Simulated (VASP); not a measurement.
# Li (P3m1) in VASP: notebook

The runs below take Li through single point, relaxation of cell and atoms, with PBE.

All numbers are computed with VASP 6.6.1; they aren't measurements. Logs are shortened: lines on timing, memory, paths and dates and some standing lists are left out, and cuts for length are marked.

### Step 1. The cell of the first run

The structure is trigonal, space group P3m1 (No. 156). The conventional cell has a = 4.112 Å, b = 4.112 Å, c = 4.112 Å, α = 90.00°, β = 90.00°, γ = 120.00°. Li (site symmetry 3m) has 1 Li at 1.40 Å within 1.9 Å. Li (site symmetry 3m) has 9 Li at 2.39 to 2.63 Å within 3.2 Å. Li (site symmetry 3m) has 12 Li at 2.51 to 3.25 Å within 3.3 Å. Within 1.9 Å of Li (site symmetry 3m) lie 1 Li at 1.40 Å.

The cell was generated, and may not be a known phase.

### Step 2. Single point, PBE

Input file INCAR:

```
SYSTEM = Li
  PREC = Accurate
  ENCUT = 520
  EDIFF = 1E-7
  ISMEAR = 0
  SIGMA = 0.1
  LREAL = .FALSE.
  LASPH = .TRUE.
  NELM = 60
  ALGO = Fast
  ISIF = 2
  LWAVE = .FALSE.
  LCHARG = .FALSE.
  GGA = PE
  NBANDS = 14
```

Input file KPOINTS:

```
Automatic mesh
0
G
  6 6 4
  0 0 0
```

Input file POSCAR:

```
Li
1.0
    4.1120614100      0.0000000000      0.0000000000
   -2.0560307100      3.5611496500      0.0000000000
    0.0000000000      0.0000000000      4.1115724900
Li
4
Direct
    0.3333333300      0.6666666700      0.4683305100
    0.0000000000      0.0000000000      0.4043261300
    0.6666666700      0.3333333300      0.6693064800
    0.3333333300      0.6666666700      0.1278462000
```

Potentials or basis: VASP PAW PBE potentials, release 64 (Li_sv).

Launch:

```sh
$ cat potpaw_PBE.64/Li_sv/POTCAR > POTCAR
$ mpirun -np 1 vasp_std > vasp.out
```

OUTCAR:

```text
SYSTEM = Li
   PREC = Accurate
   ENCUT = 520
   EDIFF = 1E-7
   ISMEAR = 0
   LREAL = .FALSE.
   LASPH = .TRUE.
   NELM = 60
   ISIF = 2
   GGA = PE

 ion  position               nearest neighbor table
   1  0.333  0.667  0.468-   4 1.40   2 2.39   2 2.39   2 2.39   3 2.51   3 2.51   3 2.51
   2  0.000  0.000  0.404-   1 2.39   1 2.39   1 2.39
   3  0.667  0.333  0.669-   1 2.51   1 2.51   1 2.51
   4  0.333  0.667  0.128-   1 1.40

  LATTYP: Found a hexagonal cell.
 ALAT       =     4.1120614100
 C/A-ratio  =     0.9998811010

  Lattice vectors:

 A1 = (   4.1120614100,   0.0000000000,   0.0000000000)
 A2 = (  -2.0560307100,   3.5611496500,   0.0000000000)
 A3 = (   0.0000000000,   0.0000000000,   4.1115724900)

Analysis of symmetry for initial positions (statically):
=====================================================================
 Subroutine PRICEL returns:
 Original cell was already a primitive cell.

 Routine SETGRP: Setting up the symmetry group for a
 hexagonal supercell.

 Subroutine GETGRP returns: Found  6 space group operations
 (whereof  6 operations were pure point group operations)
 out of a pool of 24 trial point group operations.

The static configuration has the point symmetry C_3v.

Analysis of symmetry for dynamics (positions and initial velocities):
=====================================================================
 Subroutine PRICEL returns:
 Original cell was already a primitive cell.

 Routine SETGRP: Setting up the symmetry group for a
 hexagonal supercell.

 Subroutine GETGRP returns: Found  6 space group operations
 (whereof  6 operations were pure point group operations)
 out of a pool of 24 trial point group operations.

The dynamic configuration has the point symmetry C_3v.

 Subroutine INISYM returns: Found  6 space group operations
 (whereof  6 operations are pure point group operations),
 and found     1 'primitive' translations

----------------------------------------------------------------------------------------

                                     Primitive cell

  volume of cell :      60.2085

  direct lattice vectors                    reciprocal lattice vectors
     4.112061410  0.000000000  0.000000000     0.243187030  0.140404097  0.000000000
    -2.056030710  3.561149650  0.000000000     0.000000000  0.280808194  0.000000000
     0.000000000  0.000000000  4.111572490     0.000000000  0.000000000  0.243215948

  length of vectors
[... 99 lines left out ...]
   EFERMI =   0.00;   METHOD = LEGACY
   ISMEAR =     0;   SIGMA  =   0.10  broadening in eV -4-tet -1-fermi 0-gaus
   EFERMI_NEDOS =   21; number of points for ismear=-14 and -15
   IALGO  =     68    algorithm
   IMIX   =      4    mixing-type and parameters
     AMIX     =   0.40;   BMIX     =  1.00
     AMIX_MAG =   1.60;   BMIX_MAG =  1.00
  volume/ion in A,a.u.               =      15.05       101.58
  Fermi-wavevector in a.u.,A,eV,Ry     =   0.956275  1.807097 12.442001  0.914461
  Thomas-Fermi vector in A             =   2.085188
   LORBIT       =      0    0 simple, 1 ext, 2 COOP (PROOUT), +10 PAW based schemes
   GGA     = PE    functional components
   LHFCALC =     F    Hartree Fock is set to
   AEXX    =    0.0000 exact exchange contribution
   IVDW    =     0    specifies the selected vdW correction
   LEPSILON=     F    determine dielectric tensor
   LRPA    =     F    only Hartree local field effects (RPA)
 non-spin polarized calculation
 RMM-DIIS sequential band-by-band and
 Gauss-broadening in eV      SIGMA  =   0.10
  energy-cutoff  :      520.00
  volume of cell :       60.21
 maximum number of plane-waves:      1677
 NGX is ok and might be reduce to    32
   NGX = 15   NGY = 15   NGZ = 15

 number of electron      12.0000005 magnetization

 Free energy of the ion-electron system (eV)
  ---------------------------------------------------
  ext. energy  EPLUGINS =         0.00000000
  ---------------------------------------------------
  free energy    TOTEN  =        -4.04798247 eV

  energy without entropy =       -4.03726966  energy(sigma->0) =       -4.04262607

 E-fermi :   1.5942     XC(G=0):  -7.7451

 val. band max:        1.5738518916   @ k =   0.1667   0.1667   0.2500
 cond. band min:       1.6906362874   @ k =   0.3333   0.3333   0.5000
 fundamental gap:      0.1167843957
 Fermi energy:         1.5942344457

 k-point     1 :       0.0000    0.0000    0.0000
  band No.  band energies     occupation
      1     -47.6348      2.00000
      2     -45.9928      2.00000
      3     -44.7221      2.00000
      4     -44.4347      2.00000
      5      -2.2445      2.00000
      6       3.3848      0.00000
      7       3.9133      0.00000
      8       3.9133      0.00000
      9       5.1734      0.00000
     10       5.7940      0.00000
     11       5.7940      0.00000
     12      10.6787      0.00000
     13      11.6918      0.00000
     14      12.6675      0.00000
[... 377 lines left out ...]
      1     -47.6245      2.00000
      2     -46.0019      2.00000
      3     -44.7213      2.00000
      4     -44.4368      2.00000
      5       0.5406      2.00000
      6       1.5699      1.26933
      7       1.6906      0.17278
      8       2.1098      0.00000
      9       3.1967      0.00000
     10       3.6193      0.00000
     11      10.3680      0.00000
     12      11.4490      0.00000
     13      12.1445      0.00000
     14      12.5393      0.00000

------------------------ aborting loop because EDIFF is reached ----------------------------------------

  FORCE on cell =-STRESS in cart. coord.  units (eV):
  Direction    XX          YY          ZZ          XY          YZ          ZX
  --------------------------------------------------------------------------------------
  -------------------------------------------------------------------------------------
  Total        3.3132986      3.3132986      6.5627362     -0.0000000      0.0000000      0.0000000
  in kB       88.1684877     88.1684880    174.6376041     -0.0000001      0.0000000      0.0000000
  external PRESSURE =     116.9915266 kB  Pullay stress =       0.0000000 kB

 VOLUME and BASIS-vectors are now :
 -----------------------------------------------------------------------------
  energy-cutoff  :      520.00
  volume of cell :       60.21
      direct lattice vectors                 reciprocal lattice vectors
     4.112061410  0.000000000  0.000000000     0.243187030  0.140404097  0.000000000
    -2.056030710  3.561149650  0.000000000     0.000000000  0.280808194  0.000000000
     0.000000000  0.000000000  4.111572490     0.000000000  0.000000000  0.243215948

 POSITION                                       TOTAL-FORCE (eV/Angst)
 -----------------------------------------------------------------------------------
     -0.00000      2.37410      1.92557         0.000000     -0.000000      4.141417
      0.00000      0.00000      1.66242        -0.000000      0.000000     -0.262078
      2.05603      1.18705      2.75190        -0.000000      0.000000      1.115540
     -0.00000      2.37410      0.52565         0.000000     -0.000000     -4.994879
 -----------------------------------------------------------------------------------
    total drift:                                0.000012     -0.000007     -0.003436

  FREE ENERGIE OF THE ION-ELECTRON SYSTEM (eV)
  ---------------------------------------------------
  free  energy   TOTEN  =        -4.0479824739 eV

  energy  without entropy=       -4.0372696574  energy(sigma->0) =       -4.04262607
```

OSZICAR:

```text
N       E                     dE             d eps       ncg     rms          rms(c)
DAV:   1     0.596198214639E+02    0.59620E+02   -0.57967E+03   672   0.889E+02
DAV:   2     0.100410166161E+02   -0.49579E+02   -0.47710E+02   774   0.218E+02
DAV:   3    -0.381284441655E+01   -0.13854E+02   -0.13536E+02  1338   0.549E+01
DAV:   4    -0.413021609896E+01   -0.31737E+00   -0.31702E+00   870   0.160E+01
[... 27 lines left out ...]
RMM:  32    -0.404798214874E+01   -0.13396E-06   -0.18797E-06   802   0.455E-03    0.312E-03
RMM:  33    -0.404798225081E+01   -0.10206E-06   -0.16190E-06   792   0.418E-03    0.337E-03
RMM:  34    -0.404798233110E+01   -0.80290E-07   -0.12766E-06   747   0.374E-03    0.342E-03
RMM:  35    -0.404798240529E+01   -0.74196E-07   -0.10942E-06   774   0.348E-03    0.347E-03
RMM:  36    -0.404798247385E+01   -0.68559E-07   -0.90855E-07   763   0.322E-03
   1 F= -.40479825E+01 E0= -.40426261E+01  d E =-.107128E-01
```

It took 78 s on 1 thread of Intel Xeon 8259CL, shared host; peak memory 0.17 GiB.

Results:

```
Free energy            : -4.0480 eV
Largest force          : 4.995 eV/Å
Band gap on the k mesh : zero (bands 6 and 7 overlap by 2.79 eV)
```

Forces on the atoms (eV/Å):
```
Li   0.000  0.000  4.141
Li   0.000  0.000 -0.262
Li   0.000  0.000  1.116
Li   0.000  0.000 -4.995
```

Caveat: the k points lie up to 0.38 Å⁻¹ apart, too coarse for converged energies and pressures of a metal; the cutoff is under 1.25 times the usual one of these potentials, so pressure, stress and relaxed cells hold a basis-set (Pulay) error; atoms lie so close that the PAW spheres overlap strongly, which falsifies energies and pressures; forces of over 1 eV/Å act on the atoms, so gaps and moduli don't describe the material at rest.

(Part 1 of 2 ends here.)

The gap in the log of VASP goes by the Fermi energy; the results here count the filled bands.